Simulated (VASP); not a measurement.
# Al2O3 (R-3c) in VASP: a series of runs, part 2 of 2

VASP 6.6.1.

## 4. Single point, PBE (9.22 Å³/atom)

INCAR reads:

```
SYSTEM = Al2O3
  ALGO = Normal
  EDIFF = 1E-7
  ENCUT = 520
  GGA = PE
  ISIF = 2
  ISMEAR = 0
  LASPH = .True.
  LCHARG = .True.
  LELF = .True.
  LREAL = .False.
  LVHAR = .True.
  LWAVE = .False.
  NBANDS = 35
  NELM = 60
  PREC = Accurate
  SIGMA = 0.05
```

KPOINTS reads:

```
k-points
0
Gamma
  6 6 6
  0 0 0
```

POSCAR reads:

```
Al2O3
1.0
    2.3816113408      1.3750239487      4.6944735009
   -2.3816113408      1.3750239487      4.6944735009
    0.0000000000     -2.7500478974      4.6944735009
Al O
4 6
Direct
    0.8521293568      0.8521293568      0.8521293568
    0.6478706432      0.6478706432      0.6478706432
    0.1478706432      0.1478706432      0.1478706432
    0.3521293568      0.3521293568      0.3521293568
    0.0561574040      0.4438425960      0.7500000000
    0.7500000000      0.0561574040      0.4438425960
    0.4438425960      0.7500000000      0.0561574040
    0.9438425960      0.5561574040      0.2500000000
    0.2500000000      0.9438425960      0.5561574040
    0.5561574040      0.2500000000      0.9438425960
```

Potentials or basis: VASP PAW PBE potentials, release 64 (Al, O).

The run is started by

```sh
cat potpaw_PBE.64/Al/POTCAR potpaw_PBE.64/O/POTCAR > POTCAR
mpirun -np 1 vasp_std > vasp.out
```

OUTCAR:

```text
SYSTEM = Al2O3
   EDIFF = 1E-7
   ENCUT = 520
   GGA = PE
   ISIF = 2
   ISMEAR = 0
   LASPH = .True.
   LREAL = .False.
   NELM = 60
   PREC = Accurate

 ion  position               nearest neighbor table
   1  0.852  0.852  0.852-   9 1.89   8 1.89  10 1.89   7 2.05   6 2.05   5 2.05   3 2.80   3 2.80
                             3 2.80   2 2.88   2 3.30   2 3.30   2 3.30
   2  0.648  0.648  0.648-  10 1.89   8 1.89   9 1.89   7 2.05   6 2.05   5 2.05   4 2.80   4 2.80
                             4 2.80   1 2.88   1 3.30   1 3.30   1 3.30
   3  0.148  0.148  0.148-   6 1.89   5 1.89   7 1.89   9 2.05  10 2.05   8 2.05   1 2.80   1 2.80
                             1 2.80   4 2.88   4 3.30   4 3.30   4 3.30
   4  0.352  0.352  0.352-   7 1.89   5 1.89   6 1.89   9 2.05  10 2.05   8 2.05   2 2.80   2 2.80
                             2 2.80   3 2.88   3 3.30   3 3.30   3 3.30
   5  0.056  0.444  0.750-   3 1.89   4 1.89   1 2.05   2 2.05
   6  0.750  0.056  0.444-   3 1.89   4 1.89   1 2.05   2 2.05
   7  0.444  0.750  0.056-   4 1.89   3 1.89   1 2.05   2 2.05
   8  0.944  0.556  0.250-   1 1.89   2 1.89   3 2.05   4 2.05
   9  0.250  0.944  0.556-   1 1.89   2 1.89   3 2.05   4 2.05
  10  0.556  0.250  0.944-   2 1.89   1 1.89   3 2.05   4 2.05
[... 1119 lines left out ...]
     34      18.1165      0.00000
     35      18.2207      0.00000

 [... further k-points ...]

------------------------ aborting loop because EDIFF is reached ----------------------------------------

  FORCE on cell =-STRESS in cart. coord.  units (eV):
  Direction    XX          YY          ZZ          XY          YZ          ZX
  --------------------------------------------------------------------------------------
  -------------------------------------------------------------------------------------
  Total        0.0570887      0.0570887    -16.8769698      0.0000000      0.0000000      0.0000000
  in kB        0.9916105      0.9916105   -293.1472074      0.0000000      0.0000000      0.0000000
  external PRESSURE =     -97.0546622 kB  Pullay stress =       0.0000000 kB

 VOLUME and BASIS-vectors are now :
 -----------------------------------------------------------------------------
  energy-cutoff  :      520.00
  volume of cell :       92.24
      direct lattice vectors                 reciprocal lattice vectors
     2.381611341  1.375023949  4.694473501     0.209941896  0.121210010  0.071005478
    -2.381611341  1.375023949  4.694473501    -0.209941896  0.121210010  0.071005478
     0.000000000 -2.750047897  4.694473501     0.000000000 -0.242420020  0.071005478

 POSITION                                       TOTAL-FORCE (eV/Angst)
 -----------------------------------------------------------------------------------
      0.00000      0.00000     12.00090        -0.000000      0.000000     -0.241663
      0.00000      0.00000      9.12423        -0.000000      0.000000      0.241663
      0.00000      0.00000      2.08252        -0.000000      0.000000      0.241663
      0.00000      0.00000      4.95919        -0.000000      0.000000     -0.241663
     -0.92332     -1.37502      5.86809         0.166037      0.000000     -0.000000
      1.65246     -0.11210      5.86809        -0.083019      0.143793      0.000000
     -0.72915      1.48713      5.86809        -0.083019     -0.143793      0.000000
      0.92332      1.37502      8.21533        -0.166037      0.000000      0.000000
     -1.65246      0.11210      8.21533         0.083019     -0.143793      0.000000
      0.72915     -1.48713      8.21533         0.083019      0.143793      0.000000
 -----------------------------------------------------------------------------------
    total drift:                               -0.000000      0.000000     -0.000000

  FREE ENERGIE OF THE ION-ELECTRON SYSTEM (eV)
  ---------------------------------------------------
  free  energy   TOTEN  =       -74.2175431611 eV

  energy  without entropy=      -74.2175431611  energy(sigma->0) =      -74.21754316
```

OSZICAR:

```text
N       E                     dE             d eps       ncg     rms          rms(c)
DAV:   1     0.223597241903E+03    0.22360E+03   -0.24927E+04  2240   0.129E+03
DAV:   2    -0.686666985352E+02   -0.29226E+03   -0.28260E+03  2883   0.279E+02
DAV:   3    -0.820487293595E+02   -0.13382E+02   -0.13332E+02  2868   0.612E+01
DAV:   4    -0.821573879774E+02   -0.10866E+00   -0.10858E+00  2776   0.634E+00
DAV:   5    -0.821587729928E+02   -0.13850E-02   -0.13848E-02  2837   0.715E-01    0.172E+01
DAV:   6    -0.741511773137E+02    0.80076E+01   -0.29231E+01  2724   0.284E+01    0.583E+00
DAV:   7    -0.742008110757E+02   -0.49634E-01   -0.82740E-01  2701   0.446E+00    0.327E+00
DAV:   8    -0.742132512182E+02   -0.12440E-01   -0.94476E-02  2737   0.235E+00    0.691E-01
DAV:   9    -0.742168523808E+02   -0.36012E-02   -0.21536E-02  2904   0.775E-01    0.306E-01
DAV:  10    -0.742176090237E+02   -0.75664E-03   -0.10924E-03  2506   0.191E-01    0.724E-02
DAV:  11    -0.742175401854E+02    0.68838E-04   -0.38771E-04  2880   0.109E-01    0.191E-02
DAV:  12    -0.742175439897E+02   -0.38043E-05   -0.19293E-05  2600   0.253E-02    0.652E-03
DAV:  13    -0.742175432552E+02    0.73445E-06   -0.50622E-06  2880   0.119E-02    0.211E-03
DAV:  14    -0.742175431611E+02    0.94154E-07   -0.19313E-07  2080   0.266E-03
   1 F= -.74217543E+02 E0= -.74217543E+02  d E =-.516519E-14
```

Wall time 3.2 min (1 thread of Intel Xeon 8259CL, shared host); peak memory 0.27 GiB.

What came out:

* Free energy: -74.2175 eV
* Pressure: -9.7 GPa
* Largest force: 0.242 eV/Å
* Band gap on the k mesh: 4.88 eV

Forces on the atoms (eV/Å):
```
Al   0.000  0.000 -0.242
Al   0.000  0.000  0.242
Al   0.000  0.000  0.242
Al   0.000  0.000 -0.242
O    0.166  0.000  0.000
O   -0.083  0.144  0.000
O   -0.083 -0.144  0.000
O   -0.166  0.000  0.000
O    0.083 -0.144  0.000
O    0.083  0.144  0.000
```

Levels at points of the mesh, in eV from the valence-band top:
```csv
k point,band 20,band 21,band 22,band 23,band 24,band 25,band 26,band 27,band 28,band 29
"(0.00, 0.00, 0.00)",-0.71,-0.44,-0.44,0.00,0.00,4.88,8.89,9.23,9.68,9.68
"(0.50, 0.00, 0.00)",-1.34,-0.98,-0.98,-0.52,-0.52,7.89,7.89,8.57,8.57,10.99
"(0.50, 0.50, 0.00)",-1.32,-1.08,-1.02,-0.87,-0.48,8.07,8.65,9.35,9.58,9.79
"(0.50, 0.50, 0.50)",-2.15,-0.26,-0.26,-0.26,-0.26,7.74,7.74,9.92,9.92,11.29
```

Caveat: the stress differs along the axes, from -29 to 0 GPa.

## 5. The runs side by side

```tsv
cell	gap on the mesh (eV)	pressure (GPa)	largest force (eV/Å)
a = 5.325 Å, angles 54.2°, 10 atoms	5.17	-10.6	0.09
a = 5.218 Å, angles 56.4°, 10 atoms	5.03	-11.1	0.17
a = 5.441 Å, angles 51.9°, 10 atoms	4.88	-9.7	0.24
```

Alike in all rows: task single point; level PBE; potentials or basis VASP PAW PBE potentials, release 64 (Al, O); no spin polarisation; k mesh 6 × 6 × 6; cutoff (eV) 520; smearing gaussian 0.05 eV.

Caveats: the stress differs along the axes, from -17 to -8 GPa (at least some runs); the stress differs along the axes, from -15 to -4 GPa (at least some runs); the stress differs along the axes, from -29 to 0 GPa (at least some runs).

Absolute energies hang on the potentials; compare differences alone.
